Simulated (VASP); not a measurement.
Here is a VASP 6.6.1 calculation.

Contents of INCAR:

```
SYSTEM = Ga
PREC = Accurate
ENCUT = 520
EDIFF = 1E-6
ISMEAR = -1
SIGMA = 0.05
LREAL = .False.
LASPH = .True.
NELM = 60
ALGO = Normal
ISIF = 2
LWAVE = .False.
LCHARG = .True.
GGA = PE
LELF = .True.
LVHAR = .True.
NBANDS = 34
```

File KPOINTS:

```
regular mesh
0
Gamma
  10 10 9
  0 0 0
```

POSCAR

```
Ga
1.0
    2.2921382382     -3.8707449332      0.0000000000
    2.2921382382      3.8707449332      0.0000000000
    0.0000000000      0.0000000000      4.5779381000
Ga
4
Direct
    0.8437576516      0.1562423484      0.0825214100
    0.6562423484      0.3437576516      0.5825214100
    0.1562423484      0.8437576516      0.9174785900
    0.3437576516      0.6562423484      0.4174785900
```

Potentials or basis: VASP PAW PBE potentials, release 64 (Ga_d).

Command:

```sh
$ cat potpaw_PBE.64/Ga_d/POTCAR > POTCAR
$ mpirun -np 1 vasp_std > vasp.out
```

Q: Predict the largest force.

A: 0.004 eV/Å.

Q: Predict the pressure.

A: 0.2 GPa.

Forces in eV/Å, atoms in the order of the input:
```
Ga   0.000  0.004  0.000
Ga   0.000 -0.004  0.000
Ga   0.000 -0.004  0.000
Ga   0.000  0.004  0.000
```
